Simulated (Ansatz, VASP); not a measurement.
# Al3Cu: VASP beside Ansatz

```
Al Cu
1.0
     3.50312    0.00000    0.00000
     0.00000    3.89235    0.00000
     0.00000    0.00000    3.89235
Al Cu
3 1
Direct
  0.00000 0.50000 0.50000
  0.50000 0.00000 0.50000
  0.50000 0.50000 0.00000
  0.00000 0.00000 0.00000
```

Change from the starting cell: strain -0.1000 x Voigt [1, 0, 0, 0, 0, 0], atoms carried along.

Alike in both runs: task single point; functional PBEsol; k mesh 12 × 12 × 12; occupations gaussian, width 0.15 eV; no spin polarisation.

|  | VASP | Ansatz |
| --- | --- | --- |
| version | VASP 6.6.1 | Ansatz 0.2.0 |
| potentials or method | VASP PAW PBE potentials, release 64 (Al, Cu), cutoff 520 eV | scalar-relativistic, plane waves, PAW |
| valence electrons in the cell | 20 | 28 |

```tsv
	VASP	Ansatz	Ansatz less VASP
gap on the k mesh at the Fermi level (eV)	none	none	-
pressure (GPa)	13.7	13.4	-0.29
traceless stress, the component that is largest in VASP (GPa)	7.15	7.17	+0.022
```

VASP's potentials were made for PBE, not for PBEsol. A gap of «none» marks a metal or a gap that the smearing closes. VASP's potentials hold 20 valence electrons a cell and Ansatz's 28, so a difference there can come from the potentials and not from the codes.
